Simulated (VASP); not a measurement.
WO:

```
CELL_PARAMETERS angstrom
0.00000 2.32347 2.32347
2.32347 0.00000 2.32347
2.32347 2.32347 0.00000
ATOMIC_POSITIONS crystal
W 0.00000 0.00000 0.00000
O 0.25000 0.25000 0.25000
```

Base run:

```yaml
Program: VASP 6.6.1
Functional: PBEsol
Potentials_or_basis: VASP PAW PBE potentials, release 64 (W_sv, O)
Cutoff: 520 eV
k_mesh: 16 × 16 × 16
Occupations: gaussian, width 0.05 eV
Spin: collinear spin
Starting_moments: "[2.5, 0.0] μB"
Hubbard_terms: W d U = 4.0 eV
```

Its results: band gap on the k mesh zero (filled and empty bands overlap); pressure 22.2 GPa.

Task: The run is repeated on the same cell with these changes: spin from collinear spin to no spin polarisation; further incar settings from ALGO = Normal; EDIFF = 1e-06; NBANDS = 21 to ALGO = Normal; EDIFF = 1e-06; NBANDS = 17. What comes out?

Result: Band gap on the k mesh zero (bands 10 and 11 overlap by 1.27 eV); pressure 8.0 GPa.

Caveats: the cell stands under pressure; the PAW data sets were made with another functional, which shifts forces and pressure a little; spin-orbit coupling is left out, which moves the levels of the heavy elements; U without spin polarisation on a metal has little footing (at least some runs).
